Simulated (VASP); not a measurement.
Runs of VASP 6.6.1 on B2Te. The structure is that of space group P4/mmm (No. 123), or close to it. The cells are those of the table. The cell was generated, and may not be a known phase.

```tsv
task	cell	k mesh	cutoff (eV)	gap on the mesh (eV)	pressure (GPa)
single point	a = 4.671, b = 4.671, c = 2.709 Å, 3 atoms	4 × 4 × 8	520	none	0.2
single point	a = 4.560, b = 4.560, c = 2.130 Å, 3 atoms	4 × 4 × 8	520	none	51.8
single point	a = 4.653, b = 4.653, c = 2.749 Å, 3 atoms	10 × 10 × 16	520	none	(a)
relaxation of cell and atoms	relaxed from a = 4.671, b = 4.671, c = 2.709 Å, 3 atoms	10 × 10 × 16	600	none	0.0
```

Alike in all rows: level PBE; potentials or basis VASP PAW PBE potentials, release 64 (B, Te); no spin polarisation; smearing gaussian 0.1 eV.

Fill in the values left out.

(a) 0.1.

Caveats: some runs use coarse meshes; spin-orbit coupling is left out, which moves the levels of the heavy elements.

A k mesh can miss the band edges, and the runs leave out spin-orbit coupling on Te.

A gap of «none» marks levels without a gap at the run's occupations.
